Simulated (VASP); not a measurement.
Here is a VASP 6.6.1 calculation.

The input INCAR:

```
SYSTEM = C
PREC = Accurate
ENCUT = 520
EDIFF = 1E-7
ISMEAR = 0
SIGMA = 0.15
LREAL = .FALSE.
LASPH = .TRUE.
NELM = 60
ALGO = Normal
ISIF = 2
LWAVE = .FALSE.
LCHARG = .FALSE.
GGA = PS
NBANDS = 16
```

Contents of KPOINTS:

```
regular mesh
0
G
  18 18 6
  0 0 0
```

The input POSCAR:

```
C
1.0
    2.4014445374      0.0000000000      0.0000000000
   -1.2007222687      2.1293252536      0.0000000000
    0.0000000000      0.0000000000      7.2458067263
C
4
Direct
   -0.1732438402      0.0000000000      0.0025000000
    0.1732438402      0.0000000000      0.5025000000
    0.1600733669      0.6666666667      0.0025000000
    0.8399266331      0.3333333333      0.5025000000
```

Potentials or basis: VASP PAW PBE potentials, release 64 (C).

Launch:

```console
$ cat potpaw_PBE.64/C/POTCAR > POTCAR
$ mpirun -np 1 vasp_std > vasp.out
```

Q: Estimate the largest force.

A: 0.357 eV/Å.

Q: Predict the band gap on the k mesh.

A: 0.21 eV, direct.

Stress tensor (GPa, compression positive):
```
26.24 -0.02  0.00
-0.02  5.20  0.00
 0.00  0.00  0.28
```

Caveat: the cell differs from its parent crystal (mode 4 frozen in at -0.426 Å, normal strain along x -0.0233); the PAW data sets were made with another functional, which shifts forces and pressure a little; this functional lacks dispersion, which binds the layers, so the pressure and a relaxed spacing across them are unreliable. A k mesh can miss the band edges.
